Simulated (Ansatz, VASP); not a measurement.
**W in VASP and in Ansatz**

```
CELL_PARAMETERS angstrom
-1.57714 1.57714 1.57714
1.57714 -1.57714 1.57714
1.57714 1.57714 -1.57714
ATOMIC_POSITIONS crystal
W 0.00000 0.00000 0.00000
```

Alike in both runs: task single point; functional PBEsol; k mesh 18 × 18 × 18; occupations gaussian, width 0.05 eV; no spin polarisation.

```csv
,VASP,Ansatz
version,VASP 6.6.1,Ansatz 0.2.0
potentials or method,"VASP PAW PBE potentials, release 64 (W_sv), cutoff 520 eV","scalar-relativistic, plane waves, PAW"
valence electrons in the cell,14,14
```

VASP gave:

* pressure (GPa): 0.6

Which values does Ansatz return?

Pressure (GPa): 0.0.

VASP's potentials were made for PBE, not for PBEsol.

Neither program's run includes spin-orbit coupling.
